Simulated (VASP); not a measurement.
# W3C in VASP: relaxation of the atoms with PBE

Aim: the relaxation of the atoms of W3C with PBE.

Program: VASP 6.6.1. These are calculated values, not measurements. Logs are shortened: lines on timing, memory, paths and dates and some standing lists are left out, and cuts for length are marked.

### Step 1. The cell of the first run

The cell holds a slab with vacuum, 4 atoms: a = 2.757 Å, b = 2.757 Å, c = 19.856 Å, α = 90.00°, β = 90.00°, γ = 109.47°.

### Step 2. Relaxation of the atoms, PBE

File INCAR:

```
ALGO = Normal
DIPOL = 0.5 0.5 0.356
EDIFF = 1E-7
EDIFFG = -0.025
ENCUT = 520
GGA = PE
GGA_COMPAT = False
IBRION = 2
IDIPOL = 3
ISIF = 2
ISMEAR = 0
LASPH = True
LCHARG = False
LDIPOL = True
LREAL = False
LWAVE = False
NELM = 120
NELMDL = -8
NELMIN = 4
NSW = 36
PREC = Accurate
SIGMA = 0.1
```

File KPOINTS:

```
k-points
0
Gamma
  10 10 1
```

File POSCAR:

```
W3C
1.0
    2.7571643597      0.0000000000      0.0000000000
   -0.9190547866      2.5994794874      0.0000000000
    0.0000000000      0.0000000000     19.8562161029
W C
3 1
Selective dynamics
Direct
    0.5000000000      0.5000000000      0.2014482507  F F F
    0.0000000000      0.0000000000      0.3111437107  F F F
    0.5000000000      0.5000000000      0.4208362792  F F F
    0.8333333333      1.1666666667      0.4893286844  F F T
```

Potentials or basis: VASP PAW PBE potentials, release 64 (W_sv, C).

The run is started by

```bash
> cat potpaw_PBE.64/W_sv/POTCAR potpaw_PBE.64/C/POTCAR > POTCAR
> mpirun -np 1 vasp_std > vasp.out
```

OUTCAR:

```text
EDIFF = 1E-7
   EDIFFG = -0.025
   ENCUT = 520
   GGA = PE
   IBRION = 2
   ISIF = 2
   ISMEAR = 0
   LASPH = True
   LREAL = False
   NELM = 120
   NELMDL = -8
   NELMIN = 4
   NSW = 36
   PREC = Accurate

 ion  position               nearest neighbor table
   1  0.500  0.500  0.201-   2 2.70   2 2.70   2 3.13   2 3.13
   2  0.000  0.000  0.311-   3 2.70   3 2.70   1 2.70   1 2.70   3 3.13   3 3.13   1 3.13   1 3.13

   3  0.500  0.500  0.421-   4 2.03   4 2.22   4 2.22   2 2.70   2 2.70   2 3.13   2 3.13
   4  0.833  0.167  0.489-   3 2.03   3 2.22   3 2.22

  LATTYP: Found a base centered orthorhombic cell.
 ALAT       =     3.1836991705
 B/A-ratio  =     1.4142135624
 C/A-ratio  =     6.2368380427

  Lattice vectors:

 A1 = (   2.7571643597,   0.0000000000,   0.0000000000)
 A2 = (  -0.9190547866,   2.5994794874,   0.0000000000)
 A3 = (   0.0000000000,   0.0000000000,  19.8562161029)

Analysis of symmetry for initial positions (statically):
=====================================================================
 Subroutine PRICEL returns:
 Original cell was already a primitive cell.

 Routine SETGRP: Setting up the symmetry group for a
 base centered orthorhombic supercell.

 Subroutine GETGRP returns: Found  2 space group operations
 (whereof  2 operations were pure point group operations)
 out of a pool of  8 trial point group operations.

The static configuration has the point symmetry C_1h.

Analysis of symmetry for dynamics (positions and initial velocities):
=====================================================================
 Subroutine PRICEL returns:
 Original cell was already a primitive cell.

 Routine SETGRP: Setting up the symmetry group for a
 base centered orthorhombic supercell.

 Subroutine GETGRP returns: Found  2 space group operations
 (whereof  2 operations were pure point group operations)
 out of a pool of  8 trial point group operations.

The dynamic configuration has the point symmetry C_1h.

Analysis of constrained symmetry for selective dynamics:
=====================================================================
 Subroutine PRICEL returns:
 Original cell was already a primitive cell.

 Routine SETGRP: Setting up the symmetry group for a
 base centered orthorhombic supercell.

 Subroutine GETGRP returns: Found  2 space group operations
 (whereof  2 operations were pure point group operations)
 out of a pool of  8 trial point group operations.

The constrained configuration has the point symmetry C_1h.

 Subroutine INISYM returns: Found  2 space group operations
 (whereof  2 operations are pure point group operations),
 and found     1 'primitive' translations

----------------------------------------------------------------------------------------

                                     Primitive cell

  volume of cell :     142.3133

  direct lattice vectors                    reciprocal lattice vectors
     2.757164360  0.000000000  0.000000000     0.362691472  0.128230800  0.000000000
    -0.919054787  2.599479487  0.000000000     0.000000000  0.384692399  0.000000000
     0.000000000  0.000000000 19.856216103     0.000000000  0.000000000  0.050362063

  length of vectors
     2.757164360  2.757164360 19.856216103     0.384692399  0.384692399  0.050362063

  position of ions in fractional coordinates (direct lattice)
     0.500000000  0.500000000  0.201448251
     0.000000000  0.000000000  0.311143711
     0.500000000  0.500000000  0.420836279
     0.833333333  0.166666667  0.489328684

  ion indices of the primitive-cell ions
   primitive index   ion index
                 1           1
                 2           2
                 3           3
                 4           4

----------------------------------------------------------------------------------------

 KPOINTS: k-points

Automatic generation of k-mesh.
 Grid dimensions read from file:
 generate k-points for:   10   10    1

 Generating k-lattice:

  Cartesian coordinates                     Fractional coordinates (reciprocal lattice)
     0.036269147  0.012823080  0.000000000     0.100000000 -0.000000000  0.000000000
     0.000000000  0.038469240  0.000000000     0.000000000  0.100000000  0.000000000
     0.000000000  0.000000000  0.050362063     0.000000000  0.000000000  1.000000000

  Length of vectors
     0.038469240  0.038469240  0.050362063

  Shift w.r.t. Gamma in fractional coordinates (k-lattice)
     0.000000000  0.000000000  0.000000000

 Subroutine IBZKPT returns following result:
 ===========================================

 Found     31 irreducible k-points:

 Following reciprocal coordinates:
            Coordinates               Weight
  0.000000  0.000000  0.000000      1.000000
  0.100000  0.000000  0.000000      4.000000
  0.200000  0.000000  0.000000      4.000000
  0.300000 -0.000000  0.000000      4.000000
  0.400000 -0.000000  0.000000      4.000000
  0.500000 -0.000000  0.000000      2.000000
[... 16 lines left out ...]
  0.300000  0.300000  0.000000      2.000000
  0.400000  0.300000  0.000000      4.000000
 [... further k-points ...]
   k-points           NKPTS =     31   k-points in BZ     NKDIM =     31   number of bands    NBANDS=     27
   number of dos      NEDOS =    301   number of ions     NIONS =      4
   total plane-waves  NPLWV =  86400
   dimension x,y,z NGX =    24 NGY =   24 NGZ =  150
   dimension x,y,z NGXF=    48 NGYF=   48 NGZF=  300
   ions per type =               3   1
   NGX,Y,Z   is equivalent  to a cutoff of  14.47, 14.47, 12.56 a.u.
   NGXF,Y,Z  is equivalent  to a cutoff of  28.94, 28.94, 25.12 a.u.
 SYSTEM =  unknown system
   PREC   = accura    normal or accurate (medium, high low for compatibility)
   ISTART =      0    job   : 0-new  1-cont  2-samecut
   ICHARG =      2    charge: 1-file 2-atom 10-const
   ISPIN  =      1    spin polarized calculation?
   LNONCOLLINEAR =      F non collinear calculations
   LSORBIT =      F    spin-orbit coupling
   LASPH  =      T    aspherical Exc in radial PAW
   ENCUT  =  520.0 eV  38.22 Ry    6.18 a.u.   5.13  5.13 36.92*2*pi/ulx,y,z
   NELM   =    120;   NELMIN=  4; NELMDL= -8     # of ELM steps
   EDIFF  = 0.1E-06   stopping-criterion for ELM
   LREAL  =      F    real-space projection
   EDIFFG = -.3E-01   stopping-criterion for IOM
   NSW    =     36    number of steps for IOM
   IBRION =      2    ionic relax: 0-MD 1-quasi-New 2-CG
   NFREE  =      1    steps in history (QN), initial steepest desc. (CG)
   ISIF   =      2    stress and relaxation
   ISYM   =      2    0-nonsym 1-usesym 2-fastsym
   POTIM  = 0.5000    time-step for ionic-motion
   TEBEG  =    0.0;   TEEND  =   0.0 temperature during run
   PSTRESS=    0.0 pullay stress
   NELECT =      46.0000    total number of electrons
   NUPDOWN=      -1.0000    fix difference up-down
   EMIN   =  10.00;   EMAX   =-10.00  energy-range for DOS
   EFERMI =   0.00;   METHOD = LEGACY
   ISMEAR =     0;   SIGMA  =   0.10  broadening in eV -4-tet -1-fermi 0-gaus
   EFERMI_NEDOS =   21; number of points for ismear=-14 and -15
   IALGO  =     38    algorithm
   IMIX   =      4    mixing-type and parameters
     AMIX     =   0.40;   BMIX     =  1.00
     AMIX_MAG =   1.60;   BMIX_MAG =  1.00
  volume/ion in A,a.u.               =      35.58       240.09
  Fermi-wavevector in a.u.,A,eV,Ry     =   1.123515  2.123136 17.174447  1.262286
  Thomas-Fermi vector in A             =   2.260182
   LORBIT       =      0    0 simple, 1 ext, 2 COOP (PROOUT), +10 PAW based schemes
   GGA     = PE    functional components
   LHFCALC =     F    Hartree Fock is set to
   AEXX    =    0.0000 exact exchange contribution
   IVDW    =     0    specifies the selected vdW correction
   LEPSILON=     F    determine dielectric tensor
   LRPA    =     F    only Hartree local field effects (RPA)
 conjugate gradient relaxation of ions
 non-spin polarized calculation
 Gauss-broadening in eV      SIGMA  =   0.10
  energy-cutoff  :      520.00
  volume of cell :      142.31
 maximum number of plane-waves:      3862
 NGX is ok and might be reduce to    24
   NGX = 11   NGY = 11   NGZ = 73

--------------------------------------- Ionic step        1  -------------------------------------------

 number of electron      45.9999999 magnetization

 Free energy of the ion-electron system (eV)
  ---------------------------------------------------
  ext. energy  EPLUGINS =         0.00000000
  ---------------------------------------------------
  free energy    TOTEN  =       -43.16700798 eV

  energy without entropy =      -43.14702701  energy(sigma->0) =      -43.15701750

------------------------ aborting loop because EDIFF is reached ----------------------------------------

  FORCE on cell =-STRESS in cart. coord.  units (eV):
  Direction    XX          YY          ZZ          XY          YZ          ZX
  --------------------------------------------------------------------------------------
  -------------------------------------------------------------------------------------
  Total        2.4836271      0.6026615     -1.1992152     -2.6600871      0.0169365     -0.0239514
  in kB       27.9609187      6.7848222    -13.5008823    -29.9475228      0.1906724     -0.2696472
  external PRESSURE =       7.0816195 kB  Pullay stress =       0.0000000 kB
[... 57 lines left out ...]
  FREE ENERGIE OF THE ION-ELECTRON SYSTEM (eV)
  ---------------------------------------------------
  free  energy   TOTEN  =       -43.5023055660 eV

  energy  without entropy=      -43.4855961308  energy(sigma->0) =      -43.49395085

 dipolmoment           0.000000      0.000000     -0.014835 electrons x Angstroem

--------------------------------------- Ionic step        3  -------------------------------------------

 number of electron      45.9999999 magnetization

------------------------ aborting loop because EDIFF is reached ----------------------------------------
[... 33 lines left out ...]
--------------------------------------- Ionic step        4  -------------------------------------------

 number of electron      45.9999999 magnetization

 dipolmoment           0.000000      0.000000      0.039893 electrons x Angstroem

 Free energy of the ion-electron system (eV)
  ---------------------------------------------------
  ext. energy  EPLUGINS =         0.00000000
  ---------------------------------------------------
  free energy    TOTEN  =       -43.58384079 eV

  energy without entropy =      -43.56868397  energy(sigma->0) =      -43.57626238

 E-fermi :   0.7951     XC(G=0):  -5.9909

 val. band max:        0.7621955558   @ k =   0.5000   0.1000   0.0000
 cond. band min:       0.7987714042   @ k =   0.4000   0.2000   0.0000
 fundamental gap:      0.0365758484
 Fermi energy:         0.7950818954

 k-point     1 :       0.0000    0.0000    0.0000
  band No.  band energies     occupation
      1     -73.2711      2.00000
      2     -73.1927      2.00000
      3     -73.0498      2.00000
      4     -38.0251      2.00000
      5     -37.5168      2.00000
      6     -37.2591      2.00000
[... 709 lines left out ...]
     26       2.8857      0.00000
     27       3.3881      0.00000

 [... further k-points ...]

------------------------ aborting loop because EDIFF is reached ----------------------------------------

 vacuum level on the upper side and lower side of the slab       (xc-potential included)         0.483        -0.497

  FORCE on cell =-STRESS in cart. coord.  units (eV):
  Direction    XX          YY          ZZ          XY          YZ          ZX
  --------------------------------------------------------------------------------------
  -------------------------------------------------------------------------------------
  Total        7.1947466      4.2938725      3.6979086     -4.1024555     -1.1804832      1.6694553
  in kB       80.9991652     48.3408393     41.6314192    -46.1858475    -13.2899960     18.7948919
  external PRESSURE =      56.9904746 kB  Pullay stress =       0.0000000 kB
[... 19 lines left out ...]
  FREE ENERGIE OF THE ION-ELECTRON SYSTEM (eV)
  ---------------------------------------------------
  free  energy   TOTEN  =       -43.5838407948 eV

  energy  without entropy=      -43.5686839745  energy(sigma->0) =      -43.57626238

 reached required accuracy - stopping structural energy minimisation

 vacuum level on the upper side and lower side of the slab         6.656         5.650
```

It took 7.4 min on 1 thread of Intel Xeon Platinum 8488C (Sapphire Rapids), shared host; peak memory 0.34 GiB.

Results:

```yaml
Free_energy: -43.5838 eV
Energy_gained_by_relaxing: 104.2 meV/atom
Ionic_steps: 4
Band_gap_on_the_k_mesh: zero (bands 23 and 24 overlap by 1.52 eV)
```

Step by step:
| step | energy change (eV) | largest force on free atoms (eV/Å) | pressure (GPa) |
| --- | --- | --- | --- |
| 1 | 0.0000 | 2.9216 | 0.71 |
| 2 | -0.3353 | 1.5961 | 3.40 |
| 3 | -0.4162 | 0.1494 | 5.47 |
| 4 | -0.4168 | 0.0169 | 5.70 |

Final structure:
```yaml
crystal:
  lattice:
    - [2.75716, 0.00000, 0.00000]
    - [-0.91905, 2.59948, 0.00000]
    - [0.00000, 0.00000, 19.85622]
  atoms:
    - { symbol: W, position: [0.50000, 0.50000, 0.20145] }
    - { symbol: W, position: [0.00000, 0.00000, 0.31114] }
    - { symbol: W, position: [0.50000, 0.50000, 0.42084] }
    - { symbol: C, position: [0.83333, 0.16667, 0.47724] }
```

Caveat: spin-orbit coupling is left out, which moves the levels of the heavy elements.
